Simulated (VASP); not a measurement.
## LiBe: single point with PBE

LiBe:

```
Li Be
1.0
     0.00000    2.28511    2.28511
     2.28511    0.00000    2.28511
     2.28511    2.28511    0.00000
Li Be
1 1
Direct
  0.75000 0.75000 0.75000
  0.00000 0.00000 0.00000
```

The cell was generated, and may not be a known phase.

```
Program             : VASP 6.6.1
Task                : single point
Functional          : PBE
Potentials or basis : VASP PAW PBE potentials, release 64 (Li_sv, Be)
Cutoff              : 520 eV
k mesh              : 6 × 6 × 6
Occupations         : gaussian, width 0.1 eV
Spin                : no spin polarisation
```

```json
{"Band gap on the k mesh": "zero (an odd number of electrons rules out a gap without spin polarisation)"}
```

Levels at points of the mesh, in eV from the Fermi level:
```csv
k point,band 1,band 2,band 3,band 4,band 5
"(0.00, 0.00, 0.00)",-46.33,-6.60,6.15,6.15,6.15
"(0.50, 0.00, 0.00)",-46.32,-3.78,-1.67,4.49,4.49
"(0.50, 0.50, 0.00)",-46.32,-1.96,-0.96,1.64,1.64
```

It took 6.8 s on 1 thread of Intel(R) Xeon(R) Platinum 8375C CPU @ 2.90GHz (Ice Lake), with other jobs on the host, peak memory 0.13 GiB.

Caveat: the k points lie up to 0.40 Å⁻¹ apart, too coarse for converged energies and pressures of a metal.
